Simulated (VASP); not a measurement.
# Ba (I4_1/amd) in VASP: further runs, part 2 of 2

VASP 6.6.1. Earlier steps stand in the parts before.

**3. Single point, PBE (volume scaled by 0.6)**

File INCAR:

```
PREC = Accurate ; ENCUT = 520
EDIFF = 1E-7 ; ISMEAR = -1
SIGMA = 0.08 ; LREAL = F
LASPH = T ; NELM = 80
ALGO = Normal ; ISIF = 2
LWAVE = F ; LCHARG = F
GGA = PE ; NBANDS = 17
```

File KPOINTS:

```
regular mesh
0
Gamma
  10 10 10
```

File POSCAR:

```
Ba
1.0
   -3.2107109796      3.2107109796      1.7591540277
    3.2107109796     -3.2107109796      1.7591540277
    3.2107109796      3.2107109796     -1.7591540277
Ba
2
Direct
   -0.3750000000     -0.1250000000     -0.2500000000
    0.3750000000      0.1250000000      0.2500000000
```

Potentials or basis: VASP PAW PBE potentials, release 64 (Ba_sv).

Command:

```bash
$ cat potpaw_PBE.64/Ba_sv/POTCAR > POTCAR
$ mpirun -np 1 vasp_std > vasp.out
```

OUTCAR:

```text
PREC = Accurate
   ENCUT = 520
   EDIFF = 1E-7
   ISMEAR = -1
   LREAL = F
   LASPH = T
   NELM = 80
   ISIF = 2
   GGA = PE

 ion  position               nearest neighbor table
   1  0.625  0.875  0.750-   2 3.33   2 3.33   2 3.33   2 3.33   2 4.16   2 4.16   2 4.16   2 4.16

   2  0.375  0.125  0.250-   1 3.33   1 3.33   1 3.33   1 3.33   1 4.16   1 4.16   1 4.16   1 4.16

  LATTYP: Found a body centered tetragonal cell.
 ALAT       =     6.4214219592
 C/A-ratio  =     0.5479017074

  Lattice vectors:

 A1 = (  -3.2107109796,   3.2107109796,   1.7591540277)
 A2 = (   3.2107109796,  -3.2107109796,   1.7591540277)
 A3 = (   3.2107109796,   3.2107109796,  -1.7591540277)

Analysis of symmetry for initial positions (statically):
=====================================================================
 Subroutine PRICEL returns:
 Original cell was already a primitive cell.

 Routine SETGRP: Setting up the symmetry group for a
 body centered tetragonal supercell.

 Subroutine GETGRP returns: Found 16 space group operations
 (whereof  4 operations were pure point group operations)
 out of a pool of 16 trial point group operations.

The static configuration has the point symmetry C_2h.
 The point group associated with its full space group is D_4h.

Analysis of symmetry for dynamics (positions and initial velocities):
=====================================================================
 Subroutine PRICEL returns:
 Original cell was already a primitive cell.

 Routine SETGRP: Setting up the symmetry group for a
 body centered tetragonal supercell.

 Subroutine GETGRP returns: Found 16 space group operations
 (whereof  4 operations were pure point group operations)
 out of a pool of 16 trial point group operations.

The dynamic configuration has the point symmetry C_2h.
 The point group associated with its full space group is D_4h.

 Subroutine INISYM returns: Found 16 space group operations
 (whereof  4 operations are pure point group operations),
 and found     1 'primitive' translations

----------------------------------------------------------------------------------------

                                     Primitive cell

  volume of cell :      72.5381

  direct lattice vectors                    reciprocal lattice vectors
    -3.210710980  3.210710980  1.759154028     0.000000000  0.155728748  0.284227528
     3.210710980 -3.210710980  1.759154028     0.155728748  0.000000000  0.284227528
     3.210710980  3.210710980 -1.759154028     0.155728748  0.155728748  0.000000000

  length of vectors
     4.869492056  4.869492056  4.869492056     0.324093706  0.324093706  0.220233707

  position of ions in fractional coordinates (direct lattice)
     0.625000000  0.875000000  0.750000000
     0.375000000  0.125000000  0.250000000

  ion indices of the primitive-cell ions
   primitive index   ion index
                 1           1
                 2           2

----------------------------------------------------------------------------------------

 KPOINTS: regular mesh

Automatic generation of k-mesh.
 Grid dimensions read from file:
 generate k-points for:   10   10   10

 Generating k-lattice:

  Cartesian coordinates                     Fractional coordinates (reciprocal lattice)
     0.000000000  0.015572875  0.028422753     0.100000000 -0.000000000  0.000000000
     0.015572875  0.000000000  0.028422753    -0.000000000  0.100000000  0.000000000
     0.015572875  0.015572875  0.000000000     0.000000000  0.000000000  0.100000000

  Length of vectors
     0.032409371  0.032409371  0.022023371

  Shift w.r.t. Gamma in fractional coordinates (k-lattice)
     0.000000000  0.000000000  0.000000000

 Subroutine IBZKPT returns following result:
 ===========================================

 Found    102 irreducible k-points:

 Following reciprocal coordinates:
            Coordinates               Weight
  0.000000  0.000000  0.000000      1.000000
  0.100000  0.000000  0.000000      8.000000
  0.200000  0.000000  0.000000      8.000000
  0.300000  0.000000 -0.000000      8.000000
  0.400000  0.000000 -0.000000      8.000000
  0.500000  0.000000 -0.000000      4.000000
[... 16 lines left out ...]
  0.300000  0.300000 -0.000000      8.000000
  0.400000  0.300000 -0.000000     16.000000
 [... further k-points ...]
   k-points           NKPTS =    102   k-points in BZ     NKDIM =    102   number of bands    NBANDS=     17
   number of dos      NEDOS =    301   number of ions     NIONS =      2
   total plane-waves  NPLWV =  46656
   dimension x,y,z NGX =    36 NGY =   36 NGZ =   36
   dimension x,y,z NGXF=    72 NGYF=   72 NGZF=   72
   ions per type =               2
   NGX,Y,Z   is equivalent  to a cutoff of  12.29, 12.29, 12.29 a.u.
   NGXF,Y,Z  is equivalent  to a cutoff of  24.58, 24.58, 24.58 a.u.
 SYSTEM =  unknown system
   PREC   = accura    normal or accurate (medium, high low for compatibility)
   ISTART =      0    job   : 0-new  1-cont  2-samecut
   ICHARG =      2    charge: 1-file 2-atom 10-const
   ISPIN  =      1    spin polarized calculation?
   LNONCOLLINEAR =      F non collinear calculations
   LSORBIT =      F    spin-orbit coupling
   LASPH  =      T    aspherical Exc in radial PAW
   ENCUT  =  520.0 eV  38.22 Ry    6.18 a.u.   9.05  9.05  9.05*2*pi/ulx,y,z
   NELM   =     80;   NELMIN=  2; NELMDL= -5     # of ELM steps
   EDIFF  = 0.1E-06   stopping-criterion for ELM
   LREAL  =      F    real-space projection
   EDIFFG = 0.1E-05   stopping-criterion for IOM
   NSW    =      0    number of steps for IOM
   IBRION =     -1    ionic relax: 0-MD 1-quasi-New 2-CG
   NFREE  =      0    steps in history (QN), initial steepest desc. (CG)
   ISIF   =      2    stress and relaxation
   ISYM   =      2    0-nonsym 1-usesym 2-fastsym
   POTIM  = 0.5000    time-step for ionic-motion
   TEBEG  =    0.0;   TEEND  =   0.0 temperature during run
   PSTRESS=    0.0 pullay stress
   NELECT =      20.0000    total number of electrons
   NUPDOWN=      -1.0000    fix difference up-down
   EMIN   =  10.00;   EMAX   =-10.00  energy-range for DOS
   EFERMI =   0.00;   METHOD = LEGACY
   ISMEAR =    -1;   SIGMA  =   0.08  broadening in eV -4-tet -1-fermi 0-gaus
   EFERMI_NEDOS =   21; number of points for ismear=-14 and -15
   IALGO  =     38    algorithm
   IMIX   =      4    mixing-type and parameters
     AMIX     =   0.40;   BMIX     =  1.00
     AMIX_MAG =   1.60;   BMIX_MAG =  1.00
  volume/ion in A,a.u.               =      36.27       244.76
  Fermi-wavevector in a.u.,A,eV,Ry     =   1.065523  2.013546 15.447222  1.135339
  Thomas-Fermi vector in A             =   2.201077
   LORBIT       =      0    0 simple, 1 ext, 2 COOP (PROOUT), +10 PAW based schemes
   GGA     = PE    functional components
   LHFCALC =     F    Hartree Fock is set to
   AEXX    =    0.0000 exact exchange contribution
   IVDW    =     0    specifies the selected vdW correction
   LEPSILON=     F    determine dielectric tensor
   LRPA    =     F    only Hartree local field effects (RPA)
 non-spin polarized calculation
  energy-cutoff  :      520.00
  volume of cell :       72.54
 maximum number of plane-waves:      1982
   NGX = 19   NGY = 19   NGZ = 19

 number of electron      19.9999997 magnetization

 Free energy of the ion-electron system (eV)
  ---------------------------------------------------
  ext. energy  EPLUGINS =         0.00000000
  ---------------------------------------------------
  free energy    TOTEN  =        -2.41524518 eV

  energy without entropy =       -2.37194024  energy(sigma->0) =       -2.39359271

 E-fermi :   4.0122     XC(G=0):  -9.4089

 val. band max:        4.0097617232   @ k =  -0.4000   0.5000   0.3000
 cond. band min:       4.0176000545   @ k =  -0.3000   0.3000   0.0000
 fundamental gap:      0.0078383313
 Fermi energy:         4.0122039056

 k-point     1 :       0.0000    0.0000    0.0000
  band No.  band energies     occupation
      1     -24.8271      2.00000
      2     -24.0625      2.00000
      3     -10.7537      2.00000
      4     -10.7537      2.00000
      5      -8.8104      2.00000
      6      -8.7835      2.00000
[... 9 lines left out ...]
     16       8.1495      0.00000
     17       8.1495      0.00000
[... 441 lines left out ...]
 k-point    24 :       0.4000    0.3000   -0.0000
  band No.  band energies     occupation
      1     -24.3852      2.00000
      2     -24.2441      2.00000
      3     -10.6876      2.00000
      4     -10.2693      2.00000
      5     -10.1279      2.00000
      6      -9.6850      2.00000
[... 9 lines left out ...]
     16       8.1341      0.00000
     17       8.9092      0.00000

 [... further k-points ...]
[... 5 lines left out ...]
  --------------------------------------------------------------------------------------
  -------------------------------------------------------------------------------------
  Total        4.6245474      4.6245474      4.7953843      0.0000000      0.0000000     -0.0000000
  in kB      102.1441587    102.1441587    105.9174988      0.0000000      0.0000000     -0.0000000
  external PRESSURE =     103.4019387 kB  Pullay stress =       0.0000000 kB

 VOLUME and BASIS-vectors are now :
 -----------------------------------------------------------------------------
  energy-cutoff  :      520.00
  volume of cell :       72.54
      direct lattice vectors                 reciprocal lattice vectors
    -3.210710980  3.210710980  1.759154028     0.000000000  0.155728748  0.284227528
     3.210710980 -3.210710980  1.759154028     0.155728748  0.000000000  0.284227528
     3.210710980  3.210710980 -1.759154028     0.155728748  0.155728748  0.000000000

 POSITION                                       TOTAL-FORCE (eV/Angst)
 -----------------------------------------------------------------------------------
      3.21071      1.60536      1.31937        -0.000000     -0.000000     -0.000000
      0.00000      1.60536      0.43979         0.000000      0.000000      0.000000
 -----------------------------------------------------------------------------------
    total drift:                               -0.000000     -0.000000      0.000000

  FREE ENERGIE OF THE ION-ELECTRON SYSTEM (eV)
  ---------------------------------------------------
  free  energy   TOTEN  =        -2.4152451824 eV

  energy  without entropy=       -2.3719402364  energy(sigma->0) =       -2.39359271
```

OSZICAR:

```text
N       E                     dE             d eps       ncg     rms          rms(c)
DAV:   1     0.128570154451E+03    0.12857E+03   -0.91718E+03  3468   0.103E+03
DAV:   2     0.386285276986E+01   -0.12471E+03   -0.12132E+03  5159   0.204E+02
DAV:   3    -0.239174681489E+01   -0.62546E+01   -0.61702E+01  4568   0.455E+01
DAV:   4    -0.257119999481E+01   -0.17945E+00   -0.17936E+00  4897   0.536E+00
DAV:   5    -0.257191896689E+01   -0.71897E-03   -0.71891E-03  4660   0.430E-01    0.696E+00
DAV:   6    -0.246029221558E+01    0.11163E+00   -0.93628E-02  4294   0.202E+00    0.383E+00
DAV:   7    -0.241529175654E+01    0.45000E-01   -0.12579E-01  5184   0.229E+00    0.206E-01
DAV:   8    -0.241523534905E+01    0.56407E-04   -0.42350E-03  4493   0.399E-01    0.773E-02
DAV:   9    -0.241524450383E+01   -0.91548E-05   -0.66932E-05  4529   0.543E-02    0.185E-02
DAV:  10    -0.241524553498E+01   -0.10311E-05   -0.51603E-06  5086   0.190E-02    0.200E-03
DAV:  11    -0.241524579220E+01   -0.25722E-06   -0.39260E-07  4411   0.414E-03    0.135E-03
DAV:  12    -0.241524530059E+01    0.49161E-06   -0.42697E-08  2678   0.136E-03    0.410E-04
DAV:  13    -0.241524518747E+01    0.11311E-06   -0.91881E-09  2229   0.631E-04    0.151E-04
DAV:  14    -0.241524518238E+01    0.50920E-08   -0.11304E-09  2115   0.202E-04
   1 F= -.24152452E+01 E0= -.23935927E+01  d E =-.433049E-01
```

stdout:

```text
POSCAR found type information on POSCAR Ba
 POSCAR found :  1 types and       2 ions
 scaLAPACK will be used
 LDA part: xc-table for (Slater+PW92), standard interpolation
 POSCAR, INCAR and KPOINTS ok, starting setup
 FFT: planning ... GRIDC
 FFT: planning ... GRID_SOFT
 FFT: planning ... GRID
 WAVECAR not read
 entering main loop
```

Wall time 62 s (1 thread of Intel Xeon Platinum 8488C (Sapphire Rapids), shared host); peak memory 0.27 GiB.

What came out:

- Free energy: -2.4152 eV
- Pressure: 10.3 GPa
- Band gap on the k mesh: zero (band 10 reaches 4.90 eV, above the bottom of band 11 at 3.39 eV)

Caveat: spin-orbit coupling is left out, which moves the levels of the heavy elements.
